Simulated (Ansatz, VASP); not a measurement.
# One calculation of TiAl, two programs

Contents of INCAR:

```
PREC = Accurate
ENCUT = 520
EDIFF = 1E-6
ISMEAR = 0
SIGMA = 0.15
LREAL = False
LASPH = True
NELM = 60
ALGO = Fast
ISIF = 2
LWAVE = False
LCHARG = False
NBANDS = 14
```

KPOINTS

```
regular mesh
0
Gamma
  14 14 14
```

The input POSCAR:

```
TiAl
1.0
    3.0381738569      0.0000000000      0.0000000000
    0.0000000000      3.2099985995      0.0000000000
    0.0000000000      0.0000000000      3.1240862282
Ti Al
1 1
Direct
    0.0000000000      0.0000000000      0.0000000000
    0.5000000000      0.5000000000      0.5000000000
```

Input for Ansatz:

```yaml
crystal:
  lattice:
    - [3.0381738569, 0.0, 0.0]
    - [0.0, 3.2099985995, 0.0]
    - [0.0, 0.0, 3.1240862282]
  atoms:
    - { symbol: Ti, position: [0.0, 0.0, 0.0] }
    - { symbol: Al, position: [0.5, 0.5, 0.5] }
basis:
  ecutwfc: 520.0
kpoints:
  mp_grid: { grid: [14, 14, 14] }
hamiltonian:
  xc: lda
  pseudopotentials: { kind: paw, azcp: { folder: soft_1 } }
scf:
  occupations: { method: gaussian, width: 0.15 }
output:
  forces: true
  stress: true
  eigenvalues: true
  write_density: true
  write_potential: true
  elf: true
  volumetric_format: npy
```

Change from the starting cell: normal strain along x -0.0275, normal strain along y +0.0275.

Alike in both runs: task single point; functional LDA; k mesh 14 × 14 × 14; occupations gaussian, width 0.15 eV; no spin polarisation.

|  | VASP | Ansatz |
| --- | --- | --- |
| version | VASP 6.6.1 | Ansatz 0.2.0 |
| potentials or method | VASP PAW LDA potentials, release 64 (Ti_sv, Al), cutoff 520 eV | scalar-relativistic, plane waves, PAW |
| valence electrons in the cell | 15 | 15 |

|  | VASP | Ansatz | Ansatz less VASP |
| --- | --- | --- | --- |
| gap on the k mesh at the Fermi level (eV) | none | none | - |
| pressure (GPa) | 0.4 | 0.2 | -0.19 |
| traceless stress, the component that is largest in VASP (GPa) | 2.13 | 2.12 | -0.010 |

Ansatz warns that its potentials were made for another functional, while VASP's fit it. LDA's correlation is that of Perdew and Zunger in VASP and of Perdew and Wang (1992) in Ansatz. A gap of «none» marks a metal or a gap that the smearing closes.
